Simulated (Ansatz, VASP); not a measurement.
**NaI: VASP beside Ansatz**

POSCAR

```
NaI
1.0
    0.0000000000      3.2296282834      3.2296282834
    3.2296282834      0.0000000000      3.2296282834
    3.2296282834      3.2296282834      0.0000000000
Na I
1 1
Direct
    0.0000000000      0.0000000000      0.0000000000
    0.5000000000      0.5000000000      0.5000000000
```

The input INCAR.step1:

```
SYSTEM = NaI
  ALGO = Normal
  EDIFF = 1E-5
  ENCUT = 520
  GGA = PE
  ISIF = 2
  ISMEAR = 0
  LASPH = .TRUE.
  LCHARG = .FALSE.
  LREAL = .FALSE.
  LWAVE = .TRUE.
  NBANDS = 14
  NELM = 100
  PREC = Accurate
  SIGMA = 0.01
```

The input INCAR.step2:

```
SYSTEM = NaI
  AEXX = 0.75
  ALGO = Normal
  EDIFF = 1E-6
  ENCUT = 520
  GGA = PE
  ISIF = 2
  ISMEAR = 0
  ISTART = 1
  LASPH = .TRUE.
  LCHARG = .FALSE.
  LHFCALC = .TRUE.
  LREAL = .FALSE.
  LWAVE = .FALSE.
  NBANDS = 14
  NELM = 100
  PREC = Accurate
  PRECFOCK = Normal
  SIGMA = 0.01
```

Contents of KPOINTS:

```
k-points
0
G
  4 4 4
  0 0 0
```

Input for Ansatz:

```yaml
crystal:
  lattice:
    - [0.0, 3.2296282834, 3.2296282834]
    - [3.2296282834, 0.0, 3.2296282834]
    - [3.2296282834, 3.2296282834, 0.0]
  atoms:
    - { symbol: Na, position: [0.0, 0.0, 0.0] }
    - { symbol: I, position: [0.5, 0.5, 0.5] }
kpoints:
  mp_grid: { grid: [4, 4, 4] }
hamiltonian:
  xc: { exchange: pbe, correlation: pbe, exx: { coeff: 0.75 } }
scf:
  occupations: { method: fixed }
  n_extra_bands: 4
output:
  forces: true
  stress: true
  eigenvalues: true
```

Alike in both runs: task single point; functional PBE-based global hybrid with a share of 0.75 of exact exchange; k mesh 4 × 4 × 4; no spin polarisation.

|  | VASP | Ansatz |
| --- | --- | --- |
| version | VASP 6.6.1 | Ansatz 0.2.0 |
| potentials or method | VASP PAW PBE potentials, release 64 (Na_pv, I) | plane waves |
| plane-wave cutoff (eV) | 520 | 420 |
| occupations | gaussian, width 0.01 eV | fixed |
| valence electrons in the cell | 14 | 26 |

|  | VASP | Ansatz | Ansatz less VASP |
| --- | --- | --- | --- |
| gap on the k mesh at the Fermi level (eV) | 8.97 | 8.95 | -0.026 |
| pressure (GPa) | -0.6 | -0.4 | +0.18 |

VASP's potentials were made for PBE, not for PBE-based global hybrid. VASP's potentials hold 14 valence electrons a cell and Ansatz's 26, so a difference there can come from the potentials and not from the codes. Ansatz's warnings: stress exchange threshold loose, stress scf threshold loose.

The k mesh is coarse, so the values compare programs but aren't converged. Spin-orbit coupling is off throughout.
